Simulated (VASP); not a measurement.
A run of VASP 6.6.1 is set up as follows.

File INCAR:

```
PREC = Accurate
ENCUT = 520
EDIFF = 1E-6
ISMEAR = -1
SIGMA = 0.08
LREAL = F
LASPH = T
NELM = 80
ALGO = Normal
ISIF = 2
LWAVE = F
LCHARG = F
GGA = PE
NBANDS = 18
```

File KPOINTS:

```
regular mesh
0
Gamma
  14 14 8
```

The input POSCAR:

```
Y
1.0
    3.6533625718      0.0000000000      0.0000000000
   -1.8266812859      3.1639047964      0.0000000000
    0.0000000000      0.0000000000      5.6947520381
Y
2
Direct
    0.3333333333      0.6666666667      0.2500000000
    0.6666666667      0.3333333333      0.7500000000
```

Potentials or basis: VASP PAW PBE potentials, release 64 (Y_sv).

The run is started by

```console
$ cat potpaw_PBE.64/Y_sv/POTCAR > POTCAR
$ mpirun -np 1 vasp_std > vasp.out
```

Task: Estimate the band gap on the k mesh.

Result: Zero (bands 11 and 12 overlap by 1.46 eV).

Task: What does it give for the pressure?

Result: -0.1 GPa.
